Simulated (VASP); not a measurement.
# Te2Mo in VASP: a series of runs, part 2 of 2

VASP 6.6.1.

### Step 4. Single point, PBE (volume 63.911 Å^3 an atom, c/a of the conventional cell 5.5593)

File INCAR:

```
SYSTEM = Te2Mo
  ALGO = Normal
  EDIFF = 1E-6
  ENCUT = 520
  GGA = PE
  ISIF = 2
  ISMEAR = 0
  LASPH = .TRUE.
  LCHARG = .FALSE.
  LREAL = .FALSE.
  LWAVE = .FALSE.
  NBANDS = 20
  NELM = 80
  PREC = Accurate
  SIGMA = 0.05
```

File KPOINTS:

```
k-points
0
G
  12 12 2
  0 0 0
```

File POSCAR:

```
Te2Mo
1.0
    3.4149368908      0.0000000000      0.0000000000
   -1.7074684454      2.9574220997      0.0000000000
    0.0000000000      0.0000000000     18.9846586571
Te Mo
2 1
Direct
    0.3333333333      0.6666666667      0.8967969900
    0.3333333333      0.6666666667      0.1032030100
    0.0000000000      0.0000000000      0.0000000000
```

Potentials or basis: VASP PAW PBE potentials, release 64 (Te, Mo_sv).

Command:

```sh
$ cat potpaw_PBE.64/Te/POTCAR potpaw_PBE.64/Mo_sv/POTCAR > POTCAR
$ mpirun -np 1 vasp_std > vasp.out
```

OUTCAR:

```text
SYSTEM = Te2Mo
   EDIFF = 1E-6
   ENCUT = 520
   GGA = PE
   ISIF = 2
   ISMEAR = 0
   LASPH = .TRUE.
   LREAL = .FALSE.
   NELM = 80
   PREC = Accurate

 ion  position               nearest neighbor table
   1  0.333  0.667  0.897-   3 2.78   3 2.78   3 2.78
   2  0.333  0.667  0.103-   3 2.78   3 2.78   3 2.78
   3  0.000  0.000  0.000-   1 2.78   2 2.78   1 2.78   2 2.78   1 2.78   2 2.78

  LATTYP: Found a hexagonal cell.
 ALAT       =     3.4149368908
 C/A-ratio  =     5.5593000000

  Lattice vectors:

 A1 = (   3.4149368908,   0.0000000000,   0.0000000000)
 A2 = (  -1.7074684454,   2.9574220997,   0.0000000000)
 A3 = (   0.0000000000,   0.0000000000,  18.9846586571)

Analysis of symmetry for initial positions (statically):
=====================================================================
 Subroutine PRICEL returns:
 Original cell was already a primitive cell.

 Routine SETGRP: Setting up the symmetry group for a
 hexagonal supercell.

 Subroutine GETGRP returns: Found 12 space group operations
 (whereof 12 operations were pure point group operations)
 out of a pool of 24 trial point group operations.

The static configuration has the point symmetry D_3h.

Analysis of symmetry for dynamics (positions and initial velocities):
=====================================================================
 Subroutine PRICEL returns:
 Original cell was already a primitive cell.

 Routine SETGRP: Setting up the symmetry group for a
 hexagonal supercell.

 Subroutine GETGRP returns: Found 12 space group operations
 (whereof 12 operations were pure point group operations)
 out of a pool of 24 trial point group operations.

The dynamic configuration has the point symmetry D_3h.

[... 113 lines left out ...]
   EMIN   =  10.00;   EMAX   =-10.00  energy-range for DOS
   EFERMI =   0.00;   METHOD = LEGACY
   ISMEAR =     0;   SIGMA  =   0.05  broadening in eV -4-tet -1-fermi 0-gaus
   EFERMI_NEDOS =   21; number of points for ismear=-14 and -15
   IALGO  =     38    algorithm
   IMIX   =      4    mixing-type and parameters
     AMIX     =   0.40;   BMIX     =  1.00
     AMIX_MAG =   1.60;   BMIX_MAG =  1.00
  volume/ion in A,a.u.               =      63.91       431.29
  Fermi-wavevector in a.u.,A,eV,Ry     =   0.841072  1.589395  9.624783  0.707402
  Thomas-Fermi vector in A             =   1.955557
   LORBIT       =      0    0 simple, 1 ext, 2 COOP (PROOUT), +10 PAW based schemes
   GGA     = PE    functional components
   LHFCALC =     F    Hartree Fock is set to
   AEXX    =    0.0000 exact exchange contribution
   IVDW    =     0    specifies the selected vdW correction
   LEPSILON=     F    determine dielectric tensor
   LRPA    =     F    only Hartree local field effects (RPA)
 non-spin polarized calculation
 Gauss-broadening in eV      SIGMA  =   0.05
  energy-cutoff  :      520.00
  volume of cell :      191.73
 maximum number of plane-waves:      5230
 NGX is ok and might be reduce to    28
   NGX = 13   NGY = 13   NGZ = 71

 number of electron      26.0000002 magnetization

 Free energy of the ion-electron system (eV)
  ---------------------------------------------------
  ext. energy  EPLUGINS =         0.00000000
  ---------------------------------------------------
  free energy    TOTEN  =       -17.79660043 eV

  energy without entropy =      -17.79660043  energy(sigma->0) =      -17.79660043

 E-fermi :   0.7944     XC(G=0):  -4.6581

 val. band max:        0.5274664048   @ k =   0.5000   0.0000   0.0000
 cond. band min:       1.2622482793   @ k =   0.1667   0.1667   0.0000
 fundamental gap:      0.7347818745
 Fermi energy:         0.7944088812

 k-point     1 :       0.0000    0.0000    0.0000
  band No.  band energies     occupation
      1     -60.3351      2.00000
      2     -34.5448      2.00000
      3     -34.2943      2.00000
      4     -34.2943      2.00000
      5     -12.4814      2.00000
      6     -11.8250      2.00000
[... 541 lines left out ...]
     19       6.1674      0.00000
     20       6.1806      0.00000

 [... further k-points ...]

------------------------ aborting loop because EDIFF is reached ----------------------------------------

  FORCE on cell =-STRESS in cart. coord.  units (eV):
  Direction    XX          YY          ZZ          XY          YZ          ZX
  --------------------------------------------------------------------------------------
  -------------------------------------------------------------------------------------
  Total        1.4014032      1.4014032     -4.3887277     -0.0000000      0.0000000      0.0000000
  in kB       11.7104854     11.7104854    -36.6733370     -0.0000000      0.0000000      0.0000000
  external PRESSURE =      -4.4174554 kB  Pullay stress =       0.0000000 kB

 VOLUME and BASIS-vectors are now :
 -----------------------------------------------------------------------------
  energy-cutoff  :      520.00
  volume of cell :      191.73
      direct lattice vectors                 reciprocal lattice vectors
     3.414936891  0.000000000  0.000000000     0.292831180  0.169066161  0.000000000
    -1.707468445  2.957422100  0.000000000     0.000000000  0.338132321  0.000000000
     0.000000000  0.000000000 18.984658657     0.000000000  0.000000000  0.052674110

 POSITION                                       TOTAL-FORCE (eV/Angst)
 -----------------------------------------------------------------------------------
     -0.00000      1.97161     17.02538         0.000000      0.000000      1.117204
     -0.00000      1.97161      1.95927         0.000000     -0.000000     -1.117204
      0.00000      0.00000      0.00000        -0.000000      0.000000      0.000000
 -----------------------------------------------------------------------------------
    total drift:                                0.000000     -0.000000     -0.000000

  FREE ENERGIE OF THE ION-ELECTRON SYSTEM (eV)
  ---------------------------------------------------
  free  energy   TOTEN  =       -17.7966004315 eV

  energy  without entropy=      -17.7966004315  energy(sigma->0) =      -17.79660043
```

OSZICAR:

```text
N       E                     dE             d eps       ncg     rms          rms(c)
DAV:   1     0.136791323319E+03    0.13679E+03   -0.11482E+04  1984   0.104E+03
DAV:   2    -0.956741359070E+01   -0.14636E+03   -0.14287E+03  2084   0.225E+02
DAV:   3    -0.183257780483E+02   -0.87584E+01   -0.86305E+01  1996   0.459E+01
[... 14 lines left out ...]
DAV:  18    -0.177965592808E+02   -0.21001E-04   -0.23955E-06  1704   0.476E-03    0.336E-03
DAV:  19    -0.177965827529E+02   -0.23472E-04   -0.73547E-07  1460   0.338E-03    0.791E-04
DAV:  20    -0.177965966137E+02   -0.13861E-04   -0.10170E-06  1440   0.263E-03    0.127E-03
DAV:  21    -0.177965998658E+02   -0.32521E-05   -0.16619E-07  1344   0.127E-03    0.567E-04
DAV:  22    -0.177966004315E+02   -0.56569E-06   -0.23666E-08  1144   0.392E-04
   1 F= -.17796600E+02 E0= -.17796600E+02  d E =-.245505E-15
```

Run time: 1.9 min. Hardware: 1 thread of Intel Xeon 6975P-C (Granite Rapids), shared host; peak memory 0.4 GiB.

Results:

```
Free energy            : -17.7966 eV
Largest force          : 1.117 eV/Å
Band gap on the k mesh : 0.73 eV, indirect (least direct gap 1.18 eV)
```

Forces on the atoms (eV/Å):
```
Te   0.000  0.000  1.117
Te   0.000  0.000 -1.117
Mo   0.000  0.000  0.000
```

Caveat: spin-orbit coupling is left out, which moves the levels of the heavy elements.

### Step 5. Single point, PBE (volume 63.911 Å^3 an atom, c/a of the conventional cell 4.6395)

File INCAR:

```
SYSTEM = Te2Mo
PREC     = Accurate       ! precision mode
ENCUT    = 520            ! plane-wave cutoff, eV
EDIFF    = 1E-7           ! SCF threshold, eV
ISMEAR   = 0              ! smearing method
SIGMA    = 0.05           ! smearing width, eV
LREAL    = .False.        ! projectors in reciprocal space
LASPH    = .True.         ! aspherical terms in the spheres
NELM     = 100            ! most SCF steps
ALGO     = Normal         ! electronic algorithm
ISIF     = 2              ! what is computed and relaxed
LWAVE    = .False.        ! write WAVECAR
LCHARG   = .True.         ! write CHGCAR
GGA      = PE             ! functional
LELF     = .True.         ! ELF
LVHAR    = .True.       
NBANDS   = 20             ! bands
```

File KPOINTS:

```
regular mesh
0
Gamma
  12 12 2
  0 0 0
```

File POSCAR:

```
Te2Mo
1.0
    3.6271511970      0.0000000000      0.0000000000
   -1.8135755985      3.1412050799      0.0000000000
    0.0000000000      0.0000000000     16.8281679783
Te Mo
2 1
Direct
    0.3333333333      0.6666666667      0.8967969900
    0.3333333333      0.6666666667      0.1032030100
    0.0000000000      0.0000000000      0.0000000000
```

Command:

```sh
$ cat potpaw_PBE.64/Te/POTCAR potpaw_PBE.64/Mo_sv/POTCAR > POTCAR
$ mpirun -np 1 vasp_std > vasp.out
```

Run time: 93 s. Hardware: 1 thread of Intel Xeon 6975P-C (Granite Rapids), shared host; peak memory 0.38 GiB.

It converged, with:

- Free energy: -17.9671 eV
- Largest force: 0.654 eV/Å
- Band gap on the k mesh: 0.88 eV, direct

Forces on the atoms (eV/Å):
```
Te   0.000  0.000 -0.654
Te   0.000  0.000  0.654
Mo   0.000  0.000  0.000
```

Levels at points of the mesh, in eV from the valence-band top:
| k point | band 10 | band 11 | band 12 | band 13 | band 14 | band 15 | band 16 | band 17 |
| --- | --- | --- | --- | --- | --- | --- | --- | --- |
| (0.00, 0.00, 0.00) | -1.23 | -1.00 | -1.00 | -0.09 | 2.98 | 2.98 | 3.32 | 3.32 |
| (0.50, 0.00, 0.00) | -2.34 | -1.26 | -0.60 | -0.51 | 1.29 | 1.64 | 3.41 | 3.81 |
| (0.00, 0.00, 0.50) | -1.23 | -1.00 | -1.00 | -0.09 | 2.98 | 2.98 | 3.32 | 3.32 |
| (0.50, 0.00, 0.50) | -2.34 | -1.26 | -0.60 | -0.51 | 1.29 | 1.64 | 3.41 | 3.81 |

Caveat: spin-orbit coupling is left out, which moves the levels of the heavy elements.

### Step 6. The runs side by side

```tsv
cell	gap on the mesh (eV)	largest force (eV/Å)
a = 3.389, b = 3.389, c = 17.737 Å, angles 90.0, 90.0, 120.0°, 3 atoms	1.16	0.63
a = 3.701, b = 3.701, c = 16.165 Å, angles 90.0, 90.0, 120.0°, 3 atoms	0.42	1.35
a = 3.415, b = 3.415, c = 18.985 Å, angles 90.0, 90.0, 120.0°, 3 atoms	0.73	1.12
a = 3.627, b = 3.627, c = 16.828 Å, angles 90.0, 90.0, 120.0°, 3 atoms	0.88	0.65
```

Alike in all rows: task single point; level PBE; potentials or basis VASP PAW PBE potentials, release 64 (Te, Mo_sv); no spin polarisation; k mesh 12 × 12 × 2; cutoff (eV) 520; smearing gaussian 0.05 eV.

Caveats: spin-orbit coupling is left out, which moves the levels of the heavy elements.

Total energies depend on the potentials used, so only differences within one code and one set of settings carry meaning.
